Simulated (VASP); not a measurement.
# Al (P6_3/mmc) in VASP: a series of runs

Runs on Al. Level: r2SCAN. Tasks: single point.

Program: VASP 6.6.1. These are calculated values, not measurements. Logs are shortened: lines on timing, memory, paths and dates and some standing lists are left out, and cuts for length are marked.

## Step 1: The cell of the first run

The structure is hexagonal, space group P6_3/mmc (No. 194). Conventional cell: a = 2.849 Å, b = 2.849 Å, c = 4.931 Å, α = 90.00°, β = 90.00°, γ = 120.00°. Within 3.8 Å of Al (site symmetry -6m2) lie 12 Al at 2.85 to 2.96 Å.

## Step 2: Single point, r2SCAN

File POSCAR:

```
Al
1.0
    2.8494655872      0.0000000000      0.0000000000
   -1.4247327935      2.4677095857      0.0000000000
    0.0000000000      0.0000000000      4.9308948445
Al
2
Direct
    0.3333333333      0.6666666667      0.2500000000
    0.6666666667      0.3333333333      0.7500000000
```

File INCAR.step1:

```
ALGO = Normal
EDIFF = 1E-4
ENCUT = 520
GGA = PE
ISMEAR = -1
LASPH = T
LCHARG = F
LREAL = F
LWAVE = T
NBANDS = 10
NELM = 60
PREC = Accurate
SIGMA = 0.05
```

File INCAR.step2:

```
ALGO = Normal
EDIFF = 1E-6
ENCUT = 520
ISIF = 2
ISMEAR = -1
ISTART = 1
LASPH = T
LCHARG = F
LMIXTAU = T
LREAL = F
LWAVE = F
METAGGA = R2SCAN
NBANDS = 10
NELM = 60
PREC = Accurate
SIGMA = 0.05
```

File KPOINTS:

```
k-points
0
Gamma
  11 11 6
```

Potentials or basis: VASP PAW PBE potentials, release 64 (Al).

On the command line:

```console
cat potpaw_PBE.64/Al/POTCAR > POTCAR
cp INCAR.step1 INCAR
mpirun -np 1 vasp_std > vasp.out
cp INCAR.step2 INCAR
mpirun -np 1 vasp_std > vasp.out
```

OUTCAR:

```text
EDIFF = 1E-6
   ENCUT = 520
   ISIF = 2
   ISMEAR = -1
   ISTART = 1
   LASPH = T
   LREAL = F
   METAGGA = R2SCAN
   NELM = 60
   PREC = Accurate

 ion  position               nearest neighbor table
   1  0.333  0.667  0.250-   2 2.96   2 2.96   2 2.96   2 2.96   2 2.96   2 2.96
   2  0.667  0.333  0.750-   1 2.96   1 2.96   1 2.96   1 2.96   1 2.96   1 2.96

  LATTYP: Found a hexagonal cell.
 ALAT       =     2.8494655872
 C/A-ratio  =     1.7304630267

  Lattice vectors:

 A1 = (   2.8494655872,   0.0000000000,   0.0000000000)
 A2 = (  -1.4247327935,   2.4677095857,   0.0000000000)
 A3 = (   0.0000000000,   0.0000000000,   4.9308948445)

Analysis of symmetry for initial positions (statically):
=====================================================================
 Subroutine PRICEL returns:
 Original cell was already a primitive cell.

 Routine SETGRP: Setting up the symmetry group for a
 hexagonal supercell.

 Subroutine GETGRP returns: Found 24 space group operations
 (whereof 12 operations were pure point group operations)
 out of a pool of 24 trial point group operations.

The static configuration has the point symmetry D_3d.
 The point group associated with its full space group is D_6h.

Analysis of symmetry for dynamics (positions and initial velocities):
=====================================================================
 Subroutine PRICEL returns:
 Original cell was already a primitive cell.

 Routine SETGRP: Setting up the symmetry group for a
 hexagonal supercell.

 Subroutine GETGRP returns: Found 24 space group operations
 (whereof 12 operations were pure point group operations)
 out of a pool of 24 trial point group operations.

The dynamic configuration has the point symmetry D_3d.
 The point group associated with its full space group is D_6h.

 Subroutine INISYM returns: Found 24 space group operations
 (whereof 12 operations are pure point group operations),
 and found     1 'primitive' translations

----------------------------------------------------------------------------------------

                                     Primitive cell

  volume of cell :      34.6723

  direct lattice vectors                    reciprocal lattice vectors
     2.849465587  0.000000000  0.000000000     0.350942999  0.202617035  0.000000000
    -1.424732794  2.467709586  0.000000000     0.000000000  0.405234070  0.000000000
     0.000000000  0.000000000  4.930894845     0.000000000  0.000000000  0.202802946

  length of vectors
[... 79 lines left out ...]
   LASPH  =      T    aspherical Exc in radial PAW
   ENCUT  =  520.0 eV  38.22 Ry    6.18 a.u.   5.30  5.30  9.17*2*pi/ulx,y,z
   NELM   =     60;   NELMIN=  2; NELMDL=  0     # of ELM steps
   EDIFF  = 0.1E-05   stopping-criterion for ELM
   LREAL  =      F    real-space projection
   EDIFFG = 0.1E-04   stopping-criterion for IOM
   NSW    =      0    number of steps for IOM
   IBRION =     -1    ionic relax: 0-MD 1-quasi-New 2-CG
   NFREE  =      0    steps in history (QN), initial steepest desc. (CG)
   ISIF   =      2    stress and relaxation
   ISYM   =      2    0-nonsym 1-usesym 2-fastsym
   POTIM  = 0.5000    time-step for ionic-motion
   TEBEG  =    0.0;   TEEND  =   0.0 temperature during run
   PSTRESS=    0.0 pullay stress
   NELECT =       6.0000    total number of electrons
   NUPDOWN=      -1.0000    fix difference up-down
   EMIN   =  10.00;   EMAX   =-10.00  energy-range for DOS
[... 5 lines left out ...]
     AMIX     =   0.40;   BMIX     =  1.00
     AMIX_MAG =   1.60;   BMIX_MAG =  1.00
  volume/ion in A,a.u.               =      17.34       116.99
  Fermi-wavevector in a.u.,A,eV,Ry     =   0.912286  1.723970 11.323654  0.832265
  Thomas-Fermi vector in A             =   2.036664
   LORBIT       =      0    0 simple, 1 ext, 2 COOP (PROOUT), +10 PAW based schemes
   METAGGA = R2SCAN    functional components
   LHFCALC =     F    Hartree Fock is set to
   AEXX    =    0.0000 exact exchange contribution
   IVDW    =     0    specifies the selected vdW correction
   LEPSILON=     F    determine dielectric tensor
   LRPA    =     F    only Hartree local field effects (RPA)
 non-spin polarized calculation
  energy-cutoff  :      520.00
  volume of cell :       34.67
 maximum number of plane-waves:       948
 NGX is ok and might be reduce to    24
   NGX = 11   NGY = 11   NGZ = 19

 number of electron       6.0000000 magnetization

 Free energy of the ion-electron system (eV)
  ---------------------------------------------------
  ext. energy  EPLUGINS =         0.00000000
  ---------------------------------------------------
  free energy    TOTEN  =       -13.35101606 eV

  energy without entropy =      -13.34688120  energy(sigma->0) =      -13.34894863

 E-fermi :   7.5379     XC(G=0): -10.7323

 val. band max:        7.5012857272   @ k =   0.4545  -0.0000   0.0000
 cond. band min:       7.6853343319   @ k =   0.3636   0.0909   0.3333
 fundamental gap:      0.1840486047
 Fermi energy:         7.5379070651

 k-point     1 :       0.0000    0.0000    0.0000
  band No.  band energies     occupation
      1      -3.9943      2.00000
      2       2.3196      2.00000
      3       2.4139      2.00000
      4      19.1172      0.00000
      5      19.4047      0.00000
      6      19.4047      0.00000
      7      19.6316      0.00000
      8      19.6316      0.00000
      9      20.4153      0.00000
     10      22.8479      0.00000
[... 287 lines left out ...]
 k-point    24 :       0.1818    0.0909    0.1667
  band No.  band energies     occupation
      1      -2.3250      2.00000
      2       1.8938      2.00000
      3       5.9928      2.00000
      4      11.2327      0.00000
      5      13.2788      0.00000
      6      15.2434      0.00000
      7      17.1288      0.00000
      8      17.8278      0.00000
      9      19.1826      0.00000
     10      20.5682      0.00000

 [... further k-points ...]
[... 5 lines left out ...]
  --------------------------------------------------------------------------------------
  -------------------------------------------------------------------------------------
  Total       -0.9401503     -0.9401503     -1.8944566     -0.0000000     -0.0000000      0.0000000
  in kB      -43.4434876    -43.4434876    -87.5411091     -0.0000000     -0.0000000      0.0000000
  external PRESSURE =     -58.1426948 kB  Pullay stress =       0.0000000 kB

 VOLUME and BASIS-vectors are now :
 -----------------------------------------------------------------------------
  energy-cutoff  :      520.00
  volume of cell :       34.67
      direct lattice vectors                 reciprocal lattice vectors
     2.849465587  0.000000000  0.000000000     0.350942999  0.202617035  0.000000000
    -1.424732794  2.467709586  0.000000000     0.000000000  0.405234070  0.000000000
     0.000000000  0.000000000  4.930894845     0.000000000  0.000000000  0.202802946

 POSITION                                       TOTAL-FORCE (eV/Angst)
 -----------------------------------------------------------------------------------
     -0.00000      1.64514      1.23272         0.000000     -0.000000     -0.000000
      1.42473      0.82257      3.69817        -0.000000      0.000000      0.000000
 -----------------------------------------------------------------------------------
    total drift:                                0.000000     -0.000000     -0.000000

  FREE ENERGIE OF THE ION-ELECTRON SYSTEM (eV)
  ---------------------------------------------------
  free  energy   TOTEN  =       -13.3510160583 eV

  energy  without entropy=      -13.3468811979  energy(sigma->0) =      -13.34894863
```

OSZICAR.step1:

```text
N       E                     dE             d eps       ncg     rms          rms(c)
DAV:   1    -0.653225673566E+00   -0.65323E+00   -0.22693E+03  1280   0.470E+02
DAV:   2    -0.730469522005E+01   -0.66515E+01   -0.63168E+01  1748   0.513E+01
DAV:   3    -0.747029761533E+01   -0.16560E+00   -0.16466E+00  1732   0.626E+00
DAV:   4    -0.747099929938E+01   -0.70168E-03   -0.70166E-03  1502   0.455E-01
DAV:   5    -0.747100509884E+01   -0.57995E-05   -0.57995E-05  1574   0.441E-02    0.171E+00
DAV:   6    -0.744413921271E+01    0.26866E-01   -0.36332E-03  1444   0.328E-01    0.993E-01
DAV:   7    -0.742505254261E+01    0.19087E-01   -0.10246E-02  1390   0.514E-01    0.167E-01
DAV:   8    -0.742496986531E+01    0.82677E-04   -0.87214E-05  1628   0.559E-02
   1 F= -.74249699E+01 E0= -.74224450E+01  d E =-.504978E-02
```

Wall time 53 s (1 thread of Intel Xeon Platinum 8175M at 2.50GHz (Skylake/Cascade Lake), shared host); peak memory 0.16 GiB.

What came out:

- Free energy: -13.3510 eV
- Pressure: -5.8 GPa
- Band gap on the k mesh: zero (band 3 reaches 11.11 eV, above the bottom of band 4 at 4.50 eV)

Stress tensor (GPa, compression positive):
```
-4.34  0.00  0.00
 0.00 -4.34  0.00
 0.00  0.00 -8.75
```

Levels at points of the mesh, in eV from the Fermi level:
```csv
k point,band 1,band 2,band 3,band 4,band 5,band 6,band 7
"(0.00, 0.00, 0.00)",-11.53,-5.22,-5.12,11.58,11.87,11.87,12.09
"(0.00, 0.00, 0.50)",-9.92,-9.92,2.46,2.46,12.94,12.94,12.94
```

Caveat: the PAW data sets were made with another functional, which shifts forces and pressure a little.

## Step 3: Single point, r2SCAN

This run uses another cell than the first one, of 17.67 Å³/atom, 1.019 times its volume.

File POSCAR:

```
Al
1.0
    2.8676155389      0.0000000000      0.0000000000
   -1.4338077694      2.4834279049      0.0000000000
    0.0000000000      0.0000000000      4.9623026648
Al
2
Direct
    0.3333333333      0.6666666667      0.2500000000
    0.6666666667      0.3333333333      0.7500000000
```

File INCAR.step1:

```
SYSTEM = Al
ALGO = Normal ; EDIFF = 1E-4
ENCUT = 520 ; GGA = PE
ISMEAR = -1 ; LASPH = .TRUE.
LCHARG = .FALSE. ; LREAL = .FALSE.
LWAVE = .TRUE. ; NBANDS = 10
NELM = 100 ; PREC = Accurate
SIGMA = 0.05
```

File INCAR.step2:

```
SYSTEM = Al
ALGO = Normal ; EDIFF = 1E-6
ENCUT = 520 ; ISIF = 2
ISMEAR = -1 ; ISTART = 1
LASPH = .TRUE. ; LCHARG = .FALSE.
LMIXTAU = .TRUE. ; LREAL = .FALSE.
LWAVE = .FALSE. ; METAGGA = R2SCAN
NBANDS = 10 ; NELM = 100
PREC = Accurate ; SIGMA = 0.05
```

File KPOINTS:

```
k-points
0
G
  11 11 6
  0 0 0
```

Potentials or basis: VASP PAW PBE potentials, release 64 (Al).

On the command line:

```console
cat potpaw_PBE.64/Al/POTCAR > POTCAR
cp INCAR.step1 INCAR
mpirun -np 1 vasp_std > vasp.out
cp INCAR.step2 INCAR
mpirun -np 1 vasp_std > vasp.out
```

Run time: 61 s. Hardware: 1 thread of Intel Xeon Platinum 8175M at 2.50GHz (Skylake/Cascade Lake), shared host; peak memory 0.16 GiB.

It converged, with:

| Quantity | Value |
| --- | --- |
| Free energy | -13.3244 eV |
| Pressure | -6.9 GPa |
| Band gap on the k mesh | zero (band 3 reaches 10.89 eV, above the bottom of band 4 at 4.32 eV) |

Stress tensor (GPa, compression positive):
```
-5.65  0.00  0.00
 0.00 -5.65  0.00
 0.00  0.00 -9.54
```

Levels at points of the mesh, in eV from the Fermi level:
| k point | band 1 | band 2 | band 3 | band 4 | band 5 | band 6 |
| --- | --- | --- | --- | --- | --- | --- |
| (0.00, 0.00, 0.00) | -11.40 | -5.18 | -5.04 | 11.50 | 11.70 | 11.70 |
| (0.00, 0.00, 0.50) | -9.80 | -9.80 | 2.43 | 2.43 | 12.82 | 12.82 |

Caveat: the PAW data sets were made with another functional, which shifts forces and pressure a little.
